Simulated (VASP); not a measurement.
Wanted: the native input for a VASP 6.6.1 run.

- Task: single point
- Functional: PBE
- Potentials or basis: VASP PAW PBE potentials, release 64 (Sn_d, O)
- Cutoff: 520 eV
- k mesh: 8 × 8 × 8
- Occupations: gaussian, width 0.02 eV
- Spin: no spin polarisation
- Dipole correction: no
- Further INCAR settings: ALGO = Normal; EDIFF = 1e-07; NBANDS = 17

The structure of SnO lies in POSCAR:

```
SnO
1.0
    3.3011080063      0.0000000000      0.0000000000
    0.0000000000      3.3011080063      0.0000000000
    0.0000000000      0.0000000000      3.3011080063
Sn O
1 1
Direct
    0.0000000000      0.0000000000      0.0000000000
    0.5000000000      0.5000000000      0.5000000000
```

This cell differs from its parent crystal: Te replaced by O, lengths x 0.844, strained.

One way to write it, as run:

INCAR

```
SYSTEM = SnO
PREC = Accurate
ENCUT = 520
EDIFF = 1E-7
ISMEAR = 0
SIGMA = 0.02
LREAL = .FALSE.
LASPH = .TRUE.
NELM = 80
ALGO = Normal
ISIF = 2
LWAVE = .FALSE.
LCHARG = .TRUE.
GGA = PE
LELF = .TRUE.
LVHAR = .TRUE.
NBANDS = 17
```

KPOINTS

```
Automatic mesh
0
G
  8 8 8
  0 0 0
```

Potentials or basis: VASP PAW PBE potentials, release 64 (Sn_d, O).

Run with:

```console
$ cat potpaw_PBE.64/Sn_d/POTCAR potpaw_PBE.64/O/POTCAR > POTCAR
$ mpirun -np 1 vasp_std > vasp.out
```

It gave:

```yaml
Pressure: -10.9 GPa
Band_gap_on_the_k_mesh: 0.33 eV, indirect (least direct gap 0.34 eV)
```

Caveat: the cell differs from its parent crystal (Te replaced by O, lengths x 0.844, strained); spin-orbit coupling is left out, which moves the levels of the heavy elements.

It took 11 s on 1 thread of Intel(R) Xeon(R) 6975P-C (Granite Rapids) (shared host), peak memory 0.16 GiB.
